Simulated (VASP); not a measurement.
# H2C7 in VASP: further runs

H2C7 is run at these levels: LDA; tasks: single point.

Everything below comes from runs of VASP 6.6.1. Logs are shortened: lines on timing, memory, paths and dates and some standing lists are left out, and cuts for length are marked.

### 1 The cell of the first run

The cell holds a slab with vacuum, 36 atoms: a = 4.995 Å, b = 4.995 Å, c = 18.800 Å, α = 90.00°, β = 90.00°, γ = 90.00°.

### 2 Single point, LDA

Contents of INCAR:

```
  PREC = Accurate
  ENCUT = 520
  EDIFF = 1E-6
  ISMEAR = 0
  SIGMA = 0.05
  LREAL = Auto
  LASPH = T
  NELM = 60
  ALGO = Normal
  ISIF = 2
  LWAVE = F
  LCHARG = T
  LDIPOL = T
  IDIPOL = 3
  DIPOL = 0.5 0.5 0.351
  GGA = CA
  LELF = T
  LVHAR = T
  LVACPOTAV = T
  NBANDS = 84
```

Contents of KPOINTS:

```
Automatic mesh
0
Gamma
  5 5 1
```

Contents of POSCAR:

```
H2C7
1.0
    4.9946309939      0.0000000000      0.0000000000
    0.0000000000      4.9946309939      0.0000000000
    0.0000000000      0.0000000000     18.8000119722
C H
28 8
Direct
    0.5000000000      0.5000000000      0.2474682362
    0.5000000000      0.0000000000      0.2474682362
    0.0000000000      0.5000000000      0.2474682362
    0.0000000000      0.0000000000      0.2474682362
    0.7500000000      0.5000000000      0.2944328000
    0.7500000000      0.0000000000      0.2944328000
    0.2500000000      0.5000000000      0.2944328000
    0.2500000000      0.0000000000      0.2944328000
    0.7500000000      0.7500000000      0.3413973638
    0.7500000000      0.2500000000      0.3413973638
    0.2500000000      0.7500000000      0.3413973638
    0.2500000000      0.2500000000      0.3413973638
    0.0026561836      0.7500000000      0.3950495878
    0.0029061075      0.2500000000      0.3951814378
    0.4986627272      0.7500000000      0.3881679025
    0.4984838490      0.2500000000      0.3885723461
    0.0031842103     -0.0008807582      0.4472444315
    0.0031842103      0.5008807582      0.4472444315
    0.4961136124     -0.0019447377      0.4349163928
    0.4961136124      0.5019447377      0.4349163928
    0.2726125615     -0.0013207741      0.4952728456
    0.2726125615      0.5013207741      0.4952728456
    0.7348494308     -0.0006849093      0.4900778964
    0.7348494308      0.5006849093      0.4900778964
    0.3649811753      0.2500000000      0.5354570528
    0.3644279096      0.7500000000      0.5428506651
    0.6406176837      0.2500000000      0.5260614816
    0.6385806194      0.7500000000      0.5266699405
    0.5000000000      0.6422371450      0.2068557463
    0.5000000000      0.3577628550      0.2068557463
    0.5000000000      0.1422371450      0.2068557463
    0.5000000000     -0.1422371450      0.2068557463
    0.0000000000      0.3578221913      0.2067996000
    0.0000000000      0.6421778087      0.2067996000
    0.0000000000     -0.1421778087      0.2067996000
    0.0000000000      0.1421778087      0.2067996000
```

Potentials or basis: VASP PAW LDA potentials, release 64 (C, H).

Started as:

```sh
> cat potpaw_LDA.64/C/POTCAR potpaw_LDA.64/H/POTCAR > POTCAR
> mpirun -np 1 vasp_std > vasp.out
```

OUTCAR:

```text
PREC = Accurate
   ENCUT = 520
   EDIFF = 1E-6
   ISMEAR = 0
   LREAL = Auto
   LASPH = T
   NELM = 60
   ISIF = 2
   GGA = CA

 ion  position               nearest neighbor table
   1  0.500  0.500  0.247-  29 1.04  30 1.04   5 1.53   7 1.53
   2  0.500  0.000  0.247-  31 1.04  32 1.04   6 1.53   8 1.53
   3  0.000  0.500  0.247-  33 1.04  34 1.04   5 1.53   7 1.53
   4  0.000  0.000  0.247-  35 1.04  36 1.04   6 1.53   8 1.53
   5  0.750  0.500  0.294-   9 1.53  10 1.53   1 1.53   3 1.53
   6  0.750  0.000  0.294-   9 1.53  10 1.53   2 1.53   4 1.53
[... 16 lines left out ...]
  23  0.735  0.999  0.490-  27 1.50  28 1.50  17 1.56  19 1.58
  24  0.735  0.501  0.490-  27 1.50  28 1.50  18 1.56  20 1.58
  25  0.365  0.250  0.535-  27 1.39  22 1.54  21 1.54
  26  0.364  0.750  0.543-  28 1.40  22 1.60  21 1.60
  27  0.641  0.250  0.526-  25 1.39  24 1.50  23 1.50
  28  0.639  0.750  0.527-  26 1.40  24 1.50  23 1.50
  29  0.500  0.642  0.207-   1 1.04
  30  0.500  0.358  0.207-   1 1.04
  31  0.500  0.142  0.207-   2 1.04
  32  0.500  0.858  0.207-   2 1.04
  33  0.000  0.358  0.207-   3 1.04
  34  0.000  0.642  0.207-   3 1.04
  35  0.000  0.858  0.207-   4 1.04
  36  0.000  0.142  0.207-   4 1.04

  LATTYP: Found a simple tetragonal cell.
 ALAT       =     4.9946309939
 C/A-ratio  =     3.7640442297

  Lattice vectors:

 A1 = (   4.9946309939,   0.0000000000,   0.0000000000)
 A2 = (   0.0000000000,   4.9946309939,   0.0000000000)
 A3 = (   0.0000000000,   0.0000000000,  18.8000119722)

Analysis of symmetry for initial positions (statically):
=====================================================================
 Subroutine PRICEL returns:
 Original cell was already a primitive cell.

 Routine SETGRP: Setting up the symmetry group for a
 simple tetragonal supercell.

 Subroutine GETGRP returns: Found  2 space group operations
 (whereof  1 operations were pure point group operations)
 out of a pool of 16 trial point group operations.

The static configuration has the point symmetry C_1 .
 The point group associated with its full space group is C_1h.

Analysis of symmetry for dynamics (positions and initial velocities):
=====================================================================
 Subroutine PRICEL returns:
 Original cell was already a primitive cell.

 Routine SETGRP: Setting up the symmetry group for a
 simple tetragonal supercell.

 Subroutine GETGRP returns: Found  2 space group operations
 (whereof  1 operations were pure point group operations)
 out of a pool of 16 trial point group operations.

The dynamic configuration has the point symmetry C_1 .
 The point group associated with its full space group is C_1h.

 Subroutine INISYM returns: Found  2 space group operations
 (whereof  1 operations are pure point group operations),
 and found     1 'primitive' translations

----------------------------------------------------------------------------------------

                                     Primitive cell

  volume of cell :     468.9915

  direct lattice vectors                    reciprocal lattice vectors
     4.994630994  0.000000000  0.000000000     0.200214991  0.000000000  0.000000000
     0.000000000  4.994630994  0.000000000     0.000000000  0.200214991  0.000000000
     0.000000000  0.000000000 18.800011972     0.000000000  0.000000000  0.053191455

  length of vectors
     4.994630994  4.994630994 18.800011972     0.200214991  0.200214991  0.053191455

  position of ions in fractional coordinates (direct lattice)
     0.500000000  0.500000000  0.247468236
     0.500000000  0.000000000  0.247468236
     0.000000000  0.500000000  0.247468236
     0.000000000  0.000000000  0.247468236
     0.750000000  0.500000000  0.294432800
     0.750000000  0.000000000  0.294432800
[... 28 lines left out ...]
     0.000000000  0.857822191  0.206799600
     0.000000000  0.142177809  0.206799600

  ion indices of the primitive-cell ions
   primitive index   ion index
                 1           1
                 2           2
                 3           3
                 4           4
                 5           5
                 6           6
[... 28 lines left out ...]
                35          35
                36          36

----------------------------------------------------------------------------------------

 KPOINTS: Automatic mesh

Automatic generation of k-mesh.
 Grid dimensions read from file:
 generate k-points for:    5    5    1

 Generating k-lattice:

  Cartesian coordinates                     Fractional coordinates (reciprocal lattice)
     0.040042998  0.000000000  0.000000000     0.200000000  0.000000000  0.000000000
     0.000000000  0.040042998  0.000000000     0.000000000  0.200000000  0.000000000
     0.000000000  0.000000000  0.053191455     0.000000000  0.000000000  1.000000000

  Length of vectors
     0.040042998  0.040042998  0.053191455

  Shift w.r.t. Gamma in fractional coordinates (k-lattice)
     0.000000000  0.000000000  0.000000000

 Subroutine IBZKPT returns following result:
 ===========================================

 Found      9 irreducible k-points:

 Following reciprocal coordinates:
            Coordinates               Weight
  0.000000  0.000000  0.000000      1.000000
  0.200000  0.000000  0.000000      2.000000
  0.000000  0.200000  0.000000      2.000000
  0.400000  0.000000  0.000000      2.000000
  0.000000  0.400000  0.000000      2.000000
  0.200000  0.200000  0.000000      4.000000
  0.400000  0.200000  0.000000      4.000000
 -0.200000  0.400000  0.000000      4.000000
  0.400000  0.400000  0.000000      4.000000
   k-points           NKPTS =      9   k-points in BZ     NKDIM =      9   number of bands    NBANDS=     84
   number of dos      NEDOS =    301   number of ions     NIONS =     36
   total plane-waves  NPLWV = 224000
   dimension x,y,z NGX =    40 NGY =   40 NGZ =  140
   dimension x,y,z NGXF=    80 NGYF=   80 NGZF=  280
   ions per type =              28   8
   NGX,Y,Z   is equivalent  to a cutoff of  13.31, 13.31, 12.38 a.u.
   NGXF,Y,Z  is equivalent  to a cutoff of  26.63, 26.63, 24.76 a.u.
 SYSTEM =  unknown system
   PREC   = accura    normal or accurate (medium, high low for compatibility)
   ISTART =      0    job   : 0-new  1-cont  2-samecut
   ICHARG =      2    charge: 1-file 2-atom 10-const
   ISPIN  =      1    spin polarized calculation?
   LNONCOLLINEAR =      F non collinear calculations
   LSORBIT =      F    spin-orbit coupling
   LASPH  =      T    aspherical Exc in radial PAW
   ENCUT  =  520.0 eV  38.22 Ry    6.18 a.u.   9.29  9.29 34.96*2*pi/ulx,y,z
   NELM   =     60;   NELMIN=  2; NELMDL= -5     # of ELM steps
   EDIFF  = 0.1E-05   stopping-criterion for ELM
   LREAL  =      T    real-space projection
   EDIFFG = 0.1E-04   stopping-criterion for IOM
   NSW    =      0    number of steps for IOM
   IBRION =     -1    ionic relax: 0-MD 1-quasi-New 2-CG
   NFREE  =      0    steps in history (QN), initial steepest desc. (CG)
   ISIF   =      2    stress and relaxation
   ISYM   =      2    0-nonsym 1-usesym 2-fastsym
   POTIM  = 0.5000    time-step for ionic-motion
   TEBEG  =    0.0;   TEEND  =   0.0 temperature during run
   PSTRESS=    0.0 pullay stress
   NELECT =     120.0000    total number of electrons
   NUPDOWN=      -1.0000    fix difference up-down
   EMIN   =  10.00;   EMAX   =-10.00  energy-range for DOS
   EFERMI =   0.00;   METHOD = LEGACY
   ISMEAR =     0;   SIGMA  =   0.05  broadening in eV -4-tet -1-fermi 0-gaus
   EFERMI_NEDOS =   21; number of points for ismear=-14 and -15
   IALGO  =     38    algorithm
   IMIX   =      4    mixing-type and parameters
     AMIX     =   0.40;   BMIX     =  1.00
     AMIX_MAG =   1.60;   BMIX_MAG =  1.00
  volume/ion in A,a.u.               =      13.03        87.91
  Fermi-wavevector in a.u.,A,eV,Ry     =   1.039314  1.964019 14.696664  1.080174
  Thomas-Fermi vector in A             =   2.173839
   LORBIT       =      0    0 simple, 1 ext, 2 COOP (PROOUT), +10 PAW based schemes
   GGA     = CA    functional components
   LHFCALC =     F    Hartree Fock is set to
   AEXX    =    0.0000 exact exchange contribution
   IVDW    =     0    specifies the selected vdW correction
   LEPSILON=     F    determine dielectric tensor
   LRPA    =     F    only Hartree local field effects (RPA)
 non-spin polarized calculation
 Gauss-broadening in eV      SIGMA  =   0.05
  energy-cutoff  :      520.00
  volume of cell :      468.99
 maximum number of plane-waves:     12689
 NGX is ok and might be reduce to    40
   NGX = 19   NGY = 19   NGZ = 69

 dipolmoment           0.000000      0.000000     -0.000230 electrons x Angstroem

 number of electron     120.0000011 magnetization

 dipolmoment           0.000000      0.000000      0.565418 electrons x Angstroem

 Free energy of the ion-electron system (eV)
  ---------------------------------------------------
  ext. energy  EPLUGINS =         0.00000000
  ---------------------------------------------------
  free energy    TOTEN  =      -294.20404747 eV

  energy without entropy =     -294.20404747  energy(sigma->0) =     -294.20404747

 E-fermi :   1.4292     XC(G=0):  -5.9925

 val. band max:        1.1928458020   @ k =   0.2000   0.0000   0.0000
 cond. band min:       2.2111967600   @ k =   0.4000   0.0000   0.0000
 fundamental gap:      1.0183509580
 Fermi energy:         1.4291869717

 k-point     1 :       0.0000    0.0000    0.0000
  band No.  band energies     occupation
      1     -19.9452      2.00000
      2     -18.7404      2.00000
      3     -16.4844      2.00000
      4     -15.5429      2.00000
      5     -15.4512      2.00000
      6     -15.4016      2.00000
[... 64 lines left out ...]
     71       6.3523      0.00000
     72       6.3880      0.00000

 k-point     2 :       0.2000    0.0000    0.0000
  band No.  band energies     occupation
      1     -19.7814      2.00000
      2     -18.6203      2.00000
      3     -16.8287      2.00000
      4     -16.4101      2.00000
      5     -15.3844      2.00000
      6     -15.2549      2.00000
[... 517 lines left out ...]
 k-point     9 :       0.4000    0.4000    0.0000
  band No.  band energies     occupation
      1     -18.6241      2.00000
      2     -17.7137      2.00000
      3     -17.6526      2.00000
      4     -17.1569      2.00000
      5     -16.7587      2.00000
      6     -16.2630      2.00000
[... 64 lines left out ...]
     71       6.4590      0.00000
     72       6.8307      0.00000
 [bands above 72 left out]

------------------------ aborting loop because EDIFF is reached ----------------------------------------

  FORCE on cell =-STRESS in cart. coord.  units (eV):
  Direction    XX          YY          ZZ          XY          YZ          ZX
  --------------------------------------------------------------------------------------
  -------------------------------------------------------------------------------------
  Total       -9.2284446     64.9246651    -39.1881446      0.0000000      0.0000000     -0.0497383
  in kB      -31.5263831    221.7968422   -133.8752648      0.0000000      0.0000000     -0.1699169
  external PRESSURE =      18.7983981 kB  Pullay stress =       0.0000000 kB

 VOLUME and BASIS-vectors are now :
 -----------------------------------------------------------------------------
  energy-cutoff  :      520.00
  volume of cell :      468.99
      direct lattice vectors                 reciprocal lattice vectors
     4.994630994  0.000000000  0.000000000     0.200214991  0.000000000  0.000000000
     0.000000000  4.994630994  0.000000000     0.000000000  0.200214991  0.000000000
     0.000000000  0.000000000 18.800011972     0.000000000  0.000000000  0.053191455

 POSITION                                       TOTAL-FORCE (eV/Angst)
 -----------------------------------------------------------------------------------
      2.49732      2.49732      4.65241        -0.013277     -0.002327      2.014403
      2.49732      0.00000      4.65241        -0.013277      0.002327      2.014403
      0.00000      2.49732      4.65241         0.012707     -0.007648      1.858857
      0.00000      0.00000      4.65241         0.012707      0.007648      1.858857
      3.74597      2.49732      5.53534         0.509628      0.002818     -1.342784
      3.74597      0.00000      5.53534         0.509628     -0.002818     -1.342784
[... 28 lines left out ...]
      0.00000      4.28451      3.88783        -0.001954     -0.033351     -0.029471
      0.00000      0.71013      3.88783        -0.001882      0.032464     -0.031238
 -----------------------------------------------------------------------------------
    total drift:                                0.020461      0.000000      0.011395

  FREE ENERGIE OF THE ION-ELECTRON SYSTEM (eV)
  ---------------------------------------------------
  free  energy   TOTEN  =      -294.2040474700 eV

  energy  without entropy=     -294.2040474700  energy(sigma->0) =     -294.20404747

 vacuum level on the upper side and lower side of the slab         7.133         3.031
```

Wall time 12 min (1 thread of Intel Xeon Platinum 8488C (Sapphire Rapids), shared host); peak memory 0.5 GiB.

Results:

```yaml
Free_energy: -294.2040 eV
Largest_force: 5.102 eV/Å
Band_gap_on_the_k_mesh: 1.02 eV
```

Forces on the atoms (eV/Å):
```
C   -0.013 -0.002  2.014
C   -0.013  0.002  2.014
C    0.013 -0.008  1.859
C    0.013  0.008  1.859
C    0.510  0.003 -1.343
C    0.510 -0.003 -1.343
C   -0.507  0.001 -1.420
C   -0.507 -0.001 -1.420
C    0.486  0.000  1.610
C    0.435  0.000  1.765
C   -0.493  0.000  1.368
C   -0.445  0.000  1.491
C   -0.002  0.000 -0.006
C   -0.002  0.000 -0.004
C    0.003  0.000  0.002
C   -0.001  0.000  0.006
C    0.008  0.001  0.010
C    0.008 -0.001  0.010
C   -0.002  0.009  0.001
C   -0.002 -0.009  0.001
C   -0.049 -0.010  0.000
C   -0.049  0.010  0.000
C    0.041  0.001  0.001
C    0.041 -0.001  0.001
C   -0.047  0.000 -3.208
C   -0.048  0.000 -5.101
C    0.053  0.000  0.051
C    0.061  0.000  0.051
H    0.002  0.037 -0.037
H    0.002 -0.037 -0.037
H    0.002  0.037 -0.037
H    0.002 -0.037 -0.037
H   -0.002 -0.032 -0.031
H   -0.002  0.033 -0.029
H   -0.002 -0.033 -0.029
H   -0.002  0.032 -0.031
```

### 3 Single point, LDA

Contents of INCAR:

```
ALGO = Normal ; DIPOL = 0.5 0.5 0.349
EDIFF = 1E-7 ; ENCUT = 520
GGA = CA ; IDIPOL = 3
ISIF = 2 ; ISMEAR = 0
LASPH = T ; LCHARG = F
LDIPOL = T ; LREAL = Auto
LWAVE = F ; NBANDS = 84
NELM = 60 ; PREC = Accurate
SIGMA = 0.05
```

Contents of KPOINTS:

```
k-points
0
Gamma
  5 5 1
```

Contents of POSCAR:

```
H2C7
1.0
    4.9946309939      0.0000000000      0.0000000000
    0.0000000000      4.9946309939      0.0000000000
    0.0000000000      0.0000000000     18.8000119722
C H
28 8
Direct
    0.5000000000      0.5000000000      0.2474682362
    0.5000000000      0.0000000000      0.2474682362
    0.0000000000      0.5000000000      0.2474682362
    0.0000000000      0.0000000000      0.2474682362
    0.7500000000      0.5000000000      0.2944328000
    0.7500000000      0.0000000000      0.2944328000
    0.2500000000      0.5000000000      0.2944328000
    0.2500000000      0.0000000000      0.2944328000
    0.7500000000      0.7500000000      0.3413973638
    0.7500000000      0.2500000000      0.3413973638
    0.2500000000      0.7500000000      0.3413973638
    0.2500000000      0.2500000000      0.3413973638
    0.0015523777      0.7500000000      0.3938774970
    0.0019274716      0.2500000000      0.3940422081
    0.4991525578      0.7500000000      0.3868372614
    0.4991095325      0.2500000000      0.3872512613
    0.0021854173     -0.0009679842      0.4452539339
    0.0021854173      0.5009679842      0.4452539339
    0.4974443489     -0.0020824775      0.4325899766
    0.4974443489      0.5020824775      0.4325899766
    0.2708072348     -0.0018455288      0.4910099478
    0.2708072348      0.5018455288      0.4910099478
    0.7339715088     -0.0007130886      0.4879489241
    0.7339715088      0.5007130886      0.4879489241
    0.3640945123      0.2500000000      0.5280634405
    0.3629495865      0.7500000000      0.5354570528
    0.6395305541      0.2500000000      0.5237069088
    0.6381114950      0.7500000000      0.5243649764
    0.5000000000      0.6422371450      0.2068557463
    0.5000000000      0.3577628550      0.2068557463
    0.5000000000      0.1422371450      0.2068557463
    0.5000000000     -0.1422371450      0.2068557463
    0.0000000000      0.3578221913      0.2067996000
    0.0000000000      0.6421778087      0.2067996000
    0.0000000000     -0.1421778087      0.2067996000
    0.0000000000      0.1421778087      0.2067996000
```

Potentials or basis: VASP PAW LDA potentials, release 64 (C, H).

Started as:

```sh
> cat potpaw_LDA.64/C/POTCAR potpaw_LDA.64/H/POTCAR > POTCAR
> mpirun -np 1 vasp_std > vasp.out
```

It took 18 min on 1 thread of Intel Xeon Platinum 8488C (Sapphire Rapids), shared host; peak memory 0.51 GiB.

Results (log left out):

- Free energy: -295.1351 eV
- Largest force: 3.613 eV/Å
- Band gap on the k mesh: 1.04 eV

Forces in eV/Å, atoms in the order of the input:
```
C   -0.008 -0.003  2.011
C   -0.008  0.003  2.011
C    0.009 -0.007  1.850
C    0.009  0.007  1.850
C    0.549  0.002 -1.516
C    0.549 -0.002 -1.516
C   -0.548  0.001 -1.569
C   -0.548 -0.001 -1.569
C    0.605  0.000  0.935
C    0.553  0.000  1.109
C   -0.616  0.000  0.760
C   -0.548  0.000  0.902
C   -0.004  0.000 -0.015
C   -0.005  0.000 -0.008
C   -0.001  0.000 -0.010
C    0.001  0.000 -0.007
C    0.008  0.003  0.013
C    0.008 -0.003  0.013
C   -0.006 -0.001 -0.004
C   -0.006  0.001 -0.004
C   -0.047 -0.011  0.002
C   -0.047  0.011  0.002
C    0.044 -0.002  0.003
C    0.044  0.002  0.003
C   -0.050  0.000 -1.492
C   -0.060  0.000 -3.613
C    0.056  0.000  0.061
C    0.063  0.000  0.056
H    0.002  0.036 -0.034
H    0.001 -0.036 -0.035
H    0.001  0.036 -0.035
H    0.002 -0.036 -0.034
H   -0.001 -0.033 -0.031
H   -0.001  0.034 -0.030
H   -0.001 -0.034 -0.030
H   -0.001  0.033 -0.031
```

Levels at points of the mesh, in eV from the valence-band top:
```tsv
k point	band 56	band 57	band 58	band 59	band 60	band 61	band 62	band 63	band 64	band 65
(0.00, 0.00, 0.00)	-1.93	-1.57	-0.69	-0.47	0.00	1.08	1.19	2.02	3.05	3.78
```
